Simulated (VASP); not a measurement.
# BN (P6_3mc) in VASP: a series of runs

Aim: see how the results for BN move with the level of theory and the settings. Levels: PBE, LDA, PBEsol. Tasks: single point.

Program: VASP 6.6.1. These are calculated values, not measurements. Logs are shortened: lines on timing, memory, paths and dates and some standing lists are left out, and cuts for length are marked.

**1. The cell of the first run**

It takes space group P6_3mc (No. 186, hexagonal). Conventional cell: a = 2.544 Å, b = 2.544 Å, c = 4.208 Å, α = 90.00°, β = 90.00°, γ = 120.00°. Within 2.1 Å of B (site symmetry 3m) lie 4 N at 1.56 to 1.58 Å. N (site symmetry 3m) has 4 B at 1.56 to 1.58 Å within 2.1 Å.

**2. Single point, PBE**

Contents of INCAR:

```
SYSTEM = BN
  PREC = Accurate
  ENCUT = 520
  EDIFF = 1E-6
  ISMEAR = -1
  SIGMA = 0.02
  LREAL = .FALSE.
  LASPH = .TRUE.
  NELM = 100
  ALGO = Normal
  ISIF = 2
  LWAVE = .FALSE.
  LCHARG = .FALSE.
  GGA = PE
  NBANDS = 16
```

Contents of KPOINTS:

```
regular mesh
0
G
  12 12 6
  0 0 0
```

Contents of POSCAR:

```
BN
1.0
    2.5439493036      0.0000000000      0.0000000000
   -1.2719746518      2.2031247228      0.0000000000
    0.0000000000      0.0000000000      4.2078167811
B N
2 2
Direct
    0.6666666667      0.3333333333      0.0002035744
    0.3333333333      0.6666666667      0.5002035744
    0.6666666667      0.3333333333      0.3747964256
    0.3333333333      0.6666666667      0.8747964256
```

Potentials or basis: VASP PAW PBE potentials, release 64 (B, N).

Run with:

```console
$ cat potpaw_PBE.64/B/POTCAR potpaw_PBE.64/N/POTCAR > POTCAR
$ mpirun -np 1 vasp_std > vasp.out
```

OUTCAR:

```text
SYSTEM = BN
   PREC = Accurate
   ENCUT = 520
   EDIFF = 1E-6
   ISMEAR = -1
   LREAL = .FALSE.
   LASPH = .TRUE.
   NELM = 100
   ISIF = 2
   GGA = PE

 ion  position               nearest neighbor table
   1  0.667  0.333  0.000-   4 1.56   4 1.56   4 1.56   3 1.58
   2  0.333  0.667  0.500-   3 1.56   3 1.56   3 1.56   4 1.58
   3  0.667  0.333  0.375-   2 1.56   2 1.56   2 1.56   1 1.58
   4  0.333  0.667  0.875-   1 1.56   1 1.56   1 1.56   2 1.58

  LATTYP: Found a hexagonal cell.
 ALAT       =     2.5439493036
 C/A-ratio  =     1.6540489919

  Lattice vectors:

 A1 = (   2.5439493036,   0.0000000000,   0.0000000000)
 A2 = (  -1.2719746518,   2.2031247228,   0.0000000000)
 A3 = (   0.0000000000,   0.0000000000,   4.2078167811)

Analysis of symmetry for initial positions (statically):
=====================================================================
 Subroutine PRICEL returns:
 Original cell was already a primitive cell.

 Routine SETGRP: Setting up the symmetry group for a
 hexagonal supercell.

 Subroutine GETGRP returns: Found 12 space group operations
 (whereof  6 operations were pure point group operations)
 out of a pool of 24 trial point group operations.

The static configuration has the point symmetry C_3v.
 The point group associated with its full space group is C_6v.

Analysis of symmetry for dynamics (positions and initial velocities):
=====================================================================
 Subroutine PRICEL returns:
 Original cell was already a primitive cell.

 Routine SETGRP: Setting up the symmetry group for a
 hexagonal supercell.

 Subroutine GETGRP returns: Found 12 space group operations
 (whereof  6 operations were pure point group operations)
 out of a pool of 24 trial point group operations.

The dynamic configuration has the point symmetry C_3v.
 The point group associated with its full space group is C_6v.

 Subroutine INISYM returns: Found 12 space group operations
 (whereof  6 operations are pure point group operations),
 and found     1 'primitive' translations

----------------------------------------------------------------------------------------

                                     Primitive cell

  volume of cell :      23.5833

  direct lattice vectors                    reciprocal lattice vectors
     2.543949304  0.000000000  0.000000000     0.393089594  0.226950383  0.000000000
    -1.271974652  2.203124723  0.000000000     0.000000000  0.453900766  0.000000000
     0.000000000  0.000000000  4.207816781     0.000000000  0.000000000  0.237652933

  length of vectors
     2.543949304  2.543949304  4.207816781     0.453900766  0.453900766  0.237652933

  position of ions in fractional coordinates (direct lattice)
     0.666666667  0.333333333  0.000203574
     0.333333333  0.666666667  0.500203574
     0.666666667  0.333333333  0.374796426
     0.333333333  0.666666667  0.874796426

  ion indices of the primitive-cell ions
   primitive index   ion index
                 1           1
                 2           2
                 3           3
                 4           4

----------------------------------------------------------------------------------------

 KPOINTS: regular mesh

Automatic generation of k-mesh.
 Grid dimensions read from file:
 generate k-points for:   12   12    6

 Generating k-lattice:

  Cartesian coordinates                     Fractional coordinates (reciprocal lattice)
     0.032757466  0.018912532  0.000000000     0.083333333  0.000000000  0.000000000
     0.000000000  0.037825064  0.000000000     0.000000000  0.083333333  0.000000000
     0.000000000  0.000000000  0.039608822     0.000000000  0.000000000  0.166666667

  Length of vectors
     0.037825064  0.037825064  0.039608822

  Shift w.r.t. Gamma in fractional coordinates (k-lattice)
     0.000000000  0.000000000  0.000000000

 Subroutine IBZKPT returns following result:
 ===========================================

 Found     76 irreducible k-points:

 Following reciprocal coordinates:
            Coordinates               Weight
  0.000000  0.000000  0.000000      1.000000
  0.083333  0.000000  0.000000      6.000000
  0.166667  0.000000  0.000000      6.000000
  0.250000  0.000000  0.000000      6.000000
  0.333333  0.000000  0.000000      6.000000
  0.416667  0.000000  0.000000      6.000000
[... 16 lines left out ...]
  0.250000  0.000000  0.166667     12.000000
  0.333333  0.000000  0.166667     12.000000
 [... further k-points ...]
   k-points           NKPTS =     76   k-points in BZ     NKDIM =     76   number of bands    NBANDS=     16
   number of dos      NEDOS =    301   number of ions     NIONS =      4
   total plane-waves  NPLWV =  12800
   dimension x,y,z NGX =    20 NGY =   20 NGZ =   32
   dimension x,y,z NGXF=    40 NGYF=   40 NGZF=   64
   ions per type =               2   2
   NGX,Y,Z   is equivalent  to a cutoff of  13.07, 13.07, 12.64 a.u.
   NGXF,Y,Z  is equivalent  to a cutoff of  26.14, 26.14, 25.29 a.u.
 SYSTEM =  BN
   PREC   = accura    normal or accurate (medium, high low for compatibility)
   ISTART =      0    job   : 0-new  1-cont  2-samecut
   ICHARG =      2    charge: 1-file 2-atom 10-const
   ISPIN  =      1    spin polarized calculation?
   LNONCOLLINEAR =      F non collinear calculations
   LSORBIT =      F    spin-orbit coupling
   LASPH  =      T    aspherical Exc in radial PAW
   ENCUT  =  520.0 eV  38.22 Ry    6.18 a.u.   4.73  4.73  7.82*2*pi/ulx,y,z
   NELM   =    100;   NELMIN=  2; NELMDL= -5     # of ELM steps
   EDIFF  = 0.1E-05   stopping-criterion for ELM
   LREAL  =      F    real-space projection
   EDIFFG = 0.1E-04   stopping-criterion for IOM
   NSW    =      0    number of steps for IOM
   IBRION =     -1    ionic relax: 0-MD 1-quasi-New 2-CG
   NFREE  =      0    steps in history (QN), initial steepest desc. (CG)
   ISIF   =      2    stress and relaxation
   ISYM   =      2    0-nonsym 1-usesym 2-fastsym
   POTIM  = 0.5000    time-step for ionic-motion
   TEBEG  =    0.0;   TEEND  =   0.0 temperature during run
   PSTRESS=    0.0 pullay stress
   NELECT =      16.0000    total number of electrons
   NUPDOWN=      -1.0000    fix difference up-down
   EMIN   =  10.00;   EMAX   =-10.00  energy-range for DOS
   EFERMI =   0.00;   METHOD = LEGACY
   ISMEAR =    -1;   SIGMA  =   0.02  broadening in eV -4-tet -1-fermi 0-gaus
   EFERMI_NEDOS =   21; number of points for ismear=-14 and -15
   IALGO  =     38    algorithm
   IMIX   =      4    mixing-type and parameters
     AMIX     =   0.40;   BMIX     =  1.00
     AMIX_MAG =   1.60;   BMIX_MAG =  1.00
  volume/ion in A,a.u.               =       5.90        39.79
  Fermi-wavevector in a.u.,A,eV,Ry     =   1.438512  2.718393 28.154749  2.069316
  Thomas-Fermi vector in A             =   2.557470
   LORBIT       =      0    0 simple, 1 ext, 2 COOP (PROOUT), +10 PAW based schemes
   GGA     = PE    functional components
   LHFCALC =     F    Hartree Fock is set to
   AEXX    =    0.0000 exact exchange contribution
   IVDW    =     0    specifies the selected vdW correction
   LEPSILON=     F    determine dielectric tensor
   LRPA    =     F    only Hartree local field effects (RPA)
 non-spin polarized calculation
  energy-cutoff  :      520.00
  volume of cell :       23.58
 maximum number of plane-waves:       652
 NGX is ok and might be reduce to    20
   NGX =  9   NGY =  9   NGZ = 15

 number of electron      16.0000000 magnetization

 Free energy of the ion-electron system (eV)
  ---------------------------------------------------
  ext. energy  EPLUGINS =         0.00000000
  ---------------------------------------------------
  free energy    TOTEN  =       -34.82759270 eV

  energy without entropy =      -34.82759270  energy(sigma->0) =      -34.82759270

 E-fermi :   7.9806     XC(G=0): -12.8219

 val. band max:        7.5827748751   @ k =   0.0000   0.0000   0.0000
 cond. band min:      12.7723094238   @ k =   0.3333   0.3333   0.0000
 fundamental gap:      5.1895345487
 Fermi energy:         7.9805890230

 k-point     1 :       0.0000    0.0000    0.0000
  band No.  band energies     occupation
      1     -12.8454      2.00000
      2      -8.6822      2.00000
      3      -3.3541      2.00000
      4       5.4547      2.00000
      5       5.4547      2.00000
      6       7.3144      2.00000
[... 8 lines left out ...]
     15      19.5005      0.00000
     16      23.8289      0.00000

 k-point     2 :       0.0833    0.0000    0.0000
  band No.  band energies     occupation
      1     -12.6940      2.00000
      2      -8.5660      2.00000
      3      -3.2041      2.00000
      4       4.7614      2.00000
      5       5.1712      2.00000
      6       7.0069      2.00000
[... 8 lines left out ...]
     15      19.9424      0.00000
     16      23.5977      0.00000

 k-point     3 :       0.1667    0.0000    0.0000
  band No.  band energies     occupation
      1     -12.2445      2.00000
      2      -8.2335      2.00000
      3      -2.7597      2.00000
      4       3.0946      2.00000
      5       4.5060      2.00000
      6       5.5914      2.00000
[... 8 lines left out ...]
     15      21.0925      0.00000
     16      22.9310      0.00000

 k-point     4 :       0.2500    0.0000    0.0000
  band No.  band energies     occupation
      1     -11.5141      2.00000
      2      -7.7474      2.00000
      3      -2.0421      2.00000
      4       1.1206      2.00000
      5       3.7615      2.00000
      6       3.8210      2.00000
[... 8 lines left out ...]
     15      22.5801      0.00000
     16      23.0317      0.00000

 k-point     5 :       0.3333    0.0000    0.0000
  band No.  band energies     occupation
      1     -10.5445      2.00000
      2      -7.2757      2.00000
      3      -1.1167      2.00000
      4      -0.6323      2.00000
      5       2.0504      2.00000
      6       3.1350      2.00000
[... 8 lines left out ...]
     15      23.4152      0.00000
     16      24.0192      0.00000

 k-point     6 :       0.4167    0.0000    0.0000
  band No.  band energies     occupation
      1      -9.4497      2.00000
      2      -7.1787      2.00000
      3      -1.7155      2.00000
      4      -0.1195      2.00000
      5       0.6290      2.00000
      6       2.7282      2.00000
[... 8 lines left out ...]
     15      23.7757      0.00000
     16      25.0544      0.00000
[... 267 lines left out ...]
 k-point    21 :       0.0833    0.0000    0.1667
  band No.  band energies     occupation
      1     -12.5282      2.00000
      2      -9.1255      2.00000
      3      -2.3557      2.00000
      4       4.8855      2.00000
      5       5.2938      2.00000
      6       6.2399      2.00000
[... 8 lines left out ...]
     15      19.6312      0.00000
     16      23.2654      0.00000

 k-point    22 :       0.1667    0.0000    0.1667
  band No.  band energies     occupation
      1     -12.0811      2.00000
      2      -8.7640      2.00000
      3      -1.9644      2.00000
      4       3.2396      2.00000
      5       4.6377      2.00000
      6       5.1509      2.00000
[... 8 lines left out ...]
     15      20.7768      0.00000
     16      22.9155      0.00000

 k-point    23 :       0.2500    0.0000    0.1667
  band No.  band energies     occupation
      1     -11.3557      2.00000
      2      -8.2187      2.00000
      3      -1.3934      2.00000
      4       1.3395      2.00000
      5       3.3860      2.00000
      6       3.9006      2.00000
[... 8 lines left out ...]
     15      22.2437      0.00000
     16      23.1100      0.00000

 k-point    24 :       0.3333    0.0000    0.1667
  band No.  band energies     occupation
      1     -10.3961      2.00000
      2      -7.6331      2.00000
      3      -1.2476      2.00000
      4       0.2028      2.00000
      5       1.6021      2.00000
      6       3.2788      2.00000
[... 8 lines left out ...]
     15      23.6346      0.00000
     16      23.9118      0.00000

 [... further k-points ...]

------------------------ aborting loop because EDIFF is reached ----------------------------------------

  FORCE on cell =-STRESS in cart. coord.  units (eV):
  Direction    XX          YY          ZZ          XY          YZ          ZX
  --------------------------------------------------------------------------------------
  -------------------------------------------------------------------------------------
  Total        0.7348920      0.7348920      0.7104575      0.0000000      0.0000000      0.0000000
  in kB       49.9263406     49.9263406     48.2663335      0.0000000      0.0000000      0.0000000
  external PRESSURE =      49.3730049 kB  Pullay stress =       0.0000000 kB

 VOLUME and BASIS-vectors are now :
 -----------------------------------------------------------------------------
  energy-cutoff  :      520.00
  volume of cell :       23.58
      direct lattice vectors                 reciprocal lattice vectors
     2.543949304  0.000000000  0.000000000     0.393089594  0.226950383  0.000000000
    -1.271974652  2.203124723  0.000000000     0.000000000  0.453900766  0.000000000
     0.000000000  0.000000000  4.207816781     0.000000000  0.000000000  0.237652933

 POSITION                                       TOTAL-FORCE (eV/Angst)
 -----------------------------------------------------------------------------------
      1.27197      0.73437      0.00086        -0.000000      0.000000      0.008909
     -0.00000      1.46875      2.10476         0.000000      0.000000      0.008909
      1.27197      0.73437      1.57707         0.000000     -0.000000     -0.008909
     -0.00000      1.46875      3.68098        -0.000000      0.000000     -0.008909
 -----------------------------------------------------------------------------------
    total drift:                               -0.000000     -0.000000     -0.000416

  FREE ENERGIE OF THE ION-ELECTRON SYSTEM (eV)
  ---------------------------------------------------
  free  energy   TOTEN  =       -34.8275927011 eV

  energy  without entropy=      -34.8275927011  energy(sigma->0) =      -34.82759270
```

Run time: 30 s. Hardware: 1 thread of AMD EPYC 7R43 (Zen 3), shared host; peak memory 0.1 GiB.

What came out:

```yaml
Free_energy: -34.8276 eV
Pressure: 4.9 GPa
Largest_force: 0.009 eV/Å
Band_gap_on_the_k_mesh: 5.19 eV, indirect (least direct gap 8.30 eV)
```

Forces on the atoms (eV/Å):
```
B    0.000  0.000  0.009
B    0.000  0.000  0.009
N    0.000  0.000 -0.009
N    0.000  0.000 -0.009
```

Stress tensor (GPa, compression positive):
```
4.99 0.00 0.00
0.00 4.99 0.00
0.00 0.00 4.83
```

A k mesh can miss the band edges. As with any semilocal functional, this PBE gap is likely too small.

(Part 1 of 2 ends here.)
